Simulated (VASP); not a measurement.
The system is WS2 (Tungstenite).

```
W S
1.0
     3.15379    0.00000    0.00000
    -1.57689    2.73126    0.00000
     0.00000    0.00000   12.14329
W S
2 4
Direct
  0.33333 0.66667 0.25000
  0.66667 0.33333 0.75000
  0.33333 0.66667 0.62031
  0.66667 0.33333 0.12031
  0.33333 0.66667 0.87969
  0.66667 0.33333 0.37969
```

- Program: VASP 6.6.1
- Task: relaxation of cell and atoms
- Functional: PBEsol
- Potentials or basis: VASP PAW PBE potentials, release 64 (W_sv, S)
- Cutoff: 600 eV
- k mesh: 12 × 12 × 4
- Occupations: gaussian, width 0.02 eV
- Spin: no spin polarisation

At the start: pressure -1.0 GPa; volume 17.43 Å³/atom.

Task: Where does the relaxation end?

Result: Over 34 steps the energy falls by 4.2 meV/atom and the volume is 18.12 Å³/atom (+4.0 %); space group P6_3/mmc (No. 194, to 0.05 Å).

Step by step:
```tsv
step	energy change (eV)	largest force (eV/Å)	pressure (GPa)	volume (Å³)
1	0.0000	0.2441	-1.00	104.60
2	0.0089	0.2511	3.08	102.96
3	-0.0041	0.0695	0.43	104.00
4	-0.0079	0.0759	0.42	104.31
5	-0.0153	0.0933	0.42	105.22
6	-0.0157	0.1280	0.61	107.02
7	-0.0177	0.1060	0.53	106.16
8	-0.0204	0.0969	0.29	106.65
9	-0.0243	0.0684	-0.36	108.13
10	-0.0243	0.0658	-0.42	108.27
11	-0.0247	0.0323	0.17	108.19
12	-0.0248	0.0034	0.00	108.21
13	-0.0248	0.0013	-0.01	108.22
14	-0.0249	0.0000	0.01	108.20
15	-0.0249	0.0051	0.12	108.17
16	-0.0249	0.0037	0.09	108.18
17	-0.0249	0.0019	0.06	108.19
18	-0.0249	0.0028	0.07	108.19
19	-0.0249	0.0034	0.08	108.18
20	-0.0249	0.0171	-0.02	108.26
21	-0.0249	0.0162	-0.02	108.25
22	-0.0249	0.0138	-0.01	108.24
23	-0.0250	0.0110	0.01	108.28
24	-0.0250	0.0030	-0.01	108.38
25	-0.0250	0.0132	-0.02	108.60
26	-0.0250	0.0035	-0.03	108.47
27	-0.0250	0.0008	-0.02	108.43
28	-0.0250	0.0014	0.00	108.46
29	-0.0251	0.0043	0.04	108.52
30	-0.0251	0.0088	0.10	108.66
31	-0.0251	0.0080	0.09	108.63
32	-0.0251	0.0033	0.06	108.68
33	-0.0251	0.0063	-0.01	108.78
34	-0.0251	0.0026	0.01	108.74
```

Final structure:
```cif
data_structure
_symmetry_space_group_name_H-M 'P 1'
_symmetry_Int_Tables_number 1
_cell_length_a 3.1466
_cell_length_b 3.1466
_cell_length_c 12.6821
_cell_angle_alpha 90.000
_cell_angle_beta 90.000
_cell_angle_gamma 120.000
_cell_volume 108.74
loop_
_atom_site_label
_atom_site_type_symbol
_atom_site_fract_x
_atom_site_fract_y
_atom_site_fract_z
_atom_site_occupancy
W1 W 0.33333 0.66667 0.25000 1
W2 W 0.66667 0.33333 0.75000 1
S1 S 0.33333 0.66667 0.62632 1
S2 S 0.66667 0.33333 0.12632 1
S3 S 0.33333 0.66667 0.87368 1
S4 S 0.66667 0.33333 0.37368 1
```

Caveat: the PAW data sets were made with another functional, which shifts forces and pressure a little; this functional lacks dispersion, which binds the layers, so the pressure and a relaxed spacing across them are unreliable.
